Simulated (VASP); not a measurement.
**SiGe: single point with PBEsol**

The system is SiGe.

```xyz
4
Lattice="3.9045 0.0000 0.0000 -1.9522 3.3814 0.0000 0.0000 0.0000 6.4508" Properties=species:S:1:pos:R:3 pbc="T T T"
Si    1.9522    1.1271    5.6119
Si    0.0000    2.2542    2.3865
Ge    1.9522    1.1271    3.2395
Ge    0.0000    2.2542    0.0141
```

This cell differs from its parent crystal: atoms displaced along a vibrational mode.

| Quantity | Value |
| --- | --- |
| Program | VASP 6.6.1 |
| Task | single point |
| Functional | PBEsol |
| Potentials or basis | VASP PAW PBE potentials, release 64 (Si, Ge_d) |
| Cutoff | 520 eV |
| k mesh | 12 × 12 × 6 |
| Occupations | gaussian, width 0.03 eV |
| Spin | no spin polarisation |

| Property | Result |
| --- | --- |
| Pressure | -0.3 GPa |
| Largest force | 0.518 eV/Å |
| Band gap on the k mesh | 0.23 eV (least direct gap 0.38 eV) |

Forces on the atoms (eV/Å):
```
Si   0.000  0.000  0.518
Si   0.000  0.000  0.518
Ge   0.000  0.000 -0.518
Ge   0.000  0.000 -0.518
```

Stress tensor (GPa, compression positive):
```
-1.07  0.00  0.00
 0.00 -1.07  0.00
 0.00  0.00  1.28
```

Levels at points of the mesh, in eV from the valence-band top:
```csv
k point,band 16,band 17,band 18,band 19,band 20,band 21
"(0.00, 0.00, 0.00)",-0.65,0.00,0.00,0.38,1.35,1.86
"(0.50, 0.00, 0.00)",-3.26,-3.25,-1.53,0.29,1.88,2.90
"(0.00, 0.00, 0.50)",-1.03,-1.03,-1.03,1.18,1.18,2.98
"(0.50, 0.00, 0.50)",-2.81,-2.58,-2.58,0.46,0.46,1.74
```

Wall time 120 s on 1 thread of Intel(R) Xeon(R) Platinum 8259CL CPU @ 2.50GHz (Skylake/Cascade Lake) (shared host), peak memory 0.29 GiB.

Caveat: the cell differs from its parent crystal (atoms displaced along a vibrational mode); semilocal functionals underestimate gaps, and a narrow one can read as zero; the PAW data sets were made with another functional, which shifts forces and pressure a little. A k mesh can miss the band edges.
